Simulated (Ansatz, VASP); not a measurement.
## TiPt3: VASP beside Ansatz

File INCAR:

```
SYSTEM = TiPt3
ALGO     = Normal         ! electronic algorithm
EDIFF    = 1E-7           ! SCF threshold, eV
EDIFFG   = -0.04          ! ionic threshold
ENCUT    = 500            ! plane-wave cutoff, eV
GGA      = PE             ! functional
GGA_COMPAT= .FALSE.      
IBRION   = 2              ! ionic algorithm
ISIF     = 3              ! what is computed and relaxed
ISMEAR   = 0              ! smearing method
LASPH    = .TRUE.         ! aspherical terms in the spheres
LCHARG   = .FALSE.        ! write CHGCAR
LREAL    = .FALSE.        ! projectors in reciprocal space
LWAVE    = .FALSE.        ! write WAVECAR
NELM     = 120            ! most SCF steps
NELMIN   = 4            
NSW      = 90             ! ionic steps
PREC     = Accurate       ! precision mode
SIGMA    = 0.1            ! smearing width, eV
```

Contents of KPOINTS:

```
k-points
0
G
  4 4 4
  0 0 0
```

POSCAR

```
TiPt3
1.0
    3.9245255000      0.0000000000      0.0000000000
    0.0000000000      3.9245255000      0.0000000000
    0.0000000000      0.0000000000      3.9245255000
Ti Pt
1 3
Direct
    0.0000000000      0.0000000000      0.0000000000
    0.5000000000      0.5000000000      0.0000000000
    0.5000000000      0.0000000000      0.5000000000
    0.0000000000      0.5000000000      0.5000000000
```

Input for Ansatz:

```yaml
crystal:
  lattice:
    - [3.9245255, 0.0, 0.0]
    - [0.0, 3.9245255, 0.0]
    - [0.0, 0.0, 3.9245255]
  atoms:
    - { symbol: Ti, position: [0.0, 0.0, 0.0] }
    - { symbol: Pt, position: [0.5, 0.5, 0.0] }
    - { symbol: Pt, position: [0.5, 0.0, 0.5] }
    - { symbol: Pt, position: [0.0, 0.5, 0.5] }
basis:
  ecutwfc: 420
kpoints:
  mp_grid: { grid: [4, 4, 4] }
hamiltonian:
  xc: pbe
scf:
  occupations: { method: gaussian, width: 0.1 }
  lower_state_search: "off"
output:
  forces: true
  stress: true
  eigenvalues: true
relax:
  adjacent_minimum: "off"
  f_tol: 0.04
  max_steps: 70
  cell: { stress_tol: 0.4 }
```

Alike in both runs: task relaxation of cell and atoms; functional PBE; k mesh 4 × 4 × 4; occupations gaussian, width 0.1 eV; no spin polarisation.

|  | VASP | Ansatz |
| --- | --- | --- |
| version | VASP 6.6.1 | Ansatz 0.2.0 |
| potentials or method | VASP PAW PBE potentials, release 64 (Ti_sv, Pt), cutoff 500 eV | scalar-relativistic, plane waves, PAW |
| valence electrons in the cell | 42 | 66 |

VASP gave:

| Quantity | Value |
| --- | --- |
| gap on the k mesh at the Fermi level, each at its own relaxed structure (eV) | none |
| relaxed volume (Å³/atom) | 15.34 |
| relaxed cell length with the largest relative difference (Å) | 3.945 |

Task: Which values does Ansatz return?

Result: gap on the k mesh at the Fermi level, each at its own relaxed structure (eV): none; relaxed volume (Å³/atom): 15.38; relaxed cell length with the largest relative difference (Å): 3.948.

A gap of «none» marks a metal or a gap that the smearing closes. VASP's potentials hold 42 valence electrons a cell and Ansatz's 66, so a difference there can come from the potentials and not from the codes.

The k mesh is coarse, so the values compare programs but aren't converged. Neither program's run includes spin-orbit coupling.
